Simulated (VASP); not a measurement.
The system is MgS (l).

```
CELL_PARAMETERS angstrom
0.00000 2.83312 2.83312
2.83312 0.00000 2.83312
2.83312 2.83312 0.00000
ATOMIC_POSITIONS crystal
Mg 0.00000 0.00000 0.00000
S 0.25000 0.25000 0.25000
```

```yaml
Program: VASP 6.6.1
Task: relaxation of cell and atoms
Functional: LDA
Potentials_or_basis: VASP PAW LDA potentials, release 64 (Mg, S)
Cutoff: 600 eV
k_mesh: 8 × 8 × 8
Occupations: gaussian, width 0.02 eV
Spin: no spin polarisation
```

At the start: pressure -2.5 GPa; volume 22.74 Å³/atom.

Where does the relaxation end?

Over 3 steps the energy falls by 7.9 meV/atom and the volume is 21.77 Å³/atom (-4.3 %); space group F-43m (No. 216, to 0.05 Å).

The path:
```csv
step,energy change (eV),largest force (eV/Å),pressure (GPa),volume (Å³)
1,0.0000,0.0000,-2.50,45.48
2,-0.0151,0.0000,0.53,43.18
3,-0.0157,0.0000,0.00,43.54
```

Final structure:
```xyz
2
Lattice="0.0000 2.7922 2.7922 2.7922 0.0000 2.7922 2.7922 2.7922 0.0000" Properties=species:S:1:pos:R:3 pbc="T T T"
Mg    0.0000    0.0000    0.0000
S     1.3961    1.3961    1.3961
```
